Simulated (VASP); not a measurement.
A run of VASP 6.6.1:

File INCAR:

```
PREC = Accurate
ENCUT = 520
EDIFF = 1E-6
ISMEAR = -1
SIGMA = 0.15
LREAL = F
LASPH = T
NELM = 60
ALGO = Normal
ISIF = 2
LWAVE = F
LCHARG = T
LELF = T
LVHAR = T
NBANDS = 12
```

The input KPOINTS:

```
Automatic mesh
0
Gamma
  18 18 18
```

POSCAR

```
Cu
1.0
    0.0000000000      1.7592409023      1.7592409023
    1.7592409023      0.0000000000      1.7592409023
    1.7592409023      1.7592409023      0.0000000000
Cu
1
Direct
    0.0000000000      0.0000000000      0.0000000000
```

Potentials or basis: VASP PAW LDA potentials, release 64 (Cu).

Run with:

```bash
$ cat potpaw_LDA.64/Cu/POTCAR > POTCAR
$ mpirun -np 1 vasp_std > vasp.out
```

Hardware: 1 thread of Intel Xeon 6975P-C (shared host).

Problem. How long does it take, and how much memory?

Solution. Wall time 20 s on 1 thread of Intel Xeon 6975P-C, on a shared host, peak memory 0.13 GiB. Counts: scf iterations 12, k points 195.
